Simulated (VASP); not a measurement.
Runs of VASP 6.6.1 on CoSi (NiAs type). The structure is that of space group P6_3/mmc (No. 194), or close to it. The cells are those of the table. 

| task | potentials or basis | cell | cutoff (eV) | gap on the mesh (eV) | pressure (GPa) |
| --- | --- | --- | --- | --- | --- |
| single point | VASP PAW PBE potentials, release 64 (Co_sv, Si) | a = 2.222, b = 2.222, c = 6.395 Å, angles 90.0, 90.0, 120.0°, 4 atoms | 690 | none | (a) |
| single point | VASP PAW PBE potentials, release 64 (Co_sv, Si) | a = 2.787, b = 2.787, c = 4.731 Å, angles 90.0, 90.0, 120.0°, 4 atoms | 690 | none | 200.9 |
| relaxation of cell and atoms | VASP PAW PBE potentials, release 64 (Co, Si) | relaxed from a = 3.297, b = 3.297, c = 5.110 Å, angles 90.0, 90.0, 120.0°, 4 atoms | 600 | none | 0.0 |
| relaxation of shape and atoms at fixed volume | VASP PAW PBE potentials, release 64 (Co, Si) | relaxed from a = 3.311, b = 3.311, c = 4.921 Å, angles 90.0, 90.0, 120.0°, 4 atoms | 600 | none | 12.3 |

Alike in all rows: level PBE; no spin polarisation; k mesh 12 × 12 × 7; smearing fermi-dirac 0.08 eV.

Problem. Fill in the values left out.

Solution. (a) 294.3.

Caveats: the cell stands under pressure (at least some runs).

A gap of «none» marks levels without a gap at the run's occupations.

The runs don't all hold the same shells in valence.
